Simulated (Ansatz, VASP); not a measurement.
Pb3F2: VASP beside Ansatz

```xyz
5
Lattice="4.0135 0.0000 0.0000 -2.0068 3.4758 0.0000 0.0000 0.0000 9.0750" Properties=species:S:1:pos:R:3 pbc="T T T"
Pb    0.0000    0.0000    0.0000
Pb    0.0000    2.3172    6.4542
Pb    2.0068    1.1586    2.6208
F     0.0000    2.3172    3.5999
F     2.0068    1.1586    5.4751
```

Alike in both runs: functional PBE; k mesh 6 × 6 × 4; occupations gaussian, width 0.1 eV; no spin polarisation.

Ansatz relaxed the structure, and its values are those at the end. VASP's run is a single point on that final structure, the one shown.

|  | VASP | Ansatz |
| --- | --- | --- |
| version | VASP 6.6.1 | Ansatz 0.2.0 |
| potentials or method | VASP PAW PBE potentials, release 64 (Pb_d, F), cutoff 520 eV | scalar-relativistic, plane waves, PAW |
| valence electrons in the cell | 56 | 56 |

Ansatz gave:

- gap on the k mesh at the Fermi level (eV): none
- pressure (GPa): -0.1
- rms of the force components (eV/Å): 0.005

Problem. Which values does VASP return?

Solution. gap on the k mesh at the Fermi level (eV): none; pressure (GPa): -0.3; rms of the force components (eV/Å): 0.004.

A gap of «none» marks a metal or a gap that the smearing closes. With one functional, cell and mesh, what is left measures potentials, basis and numerics.

Spin-orbit coupling is off throughout.
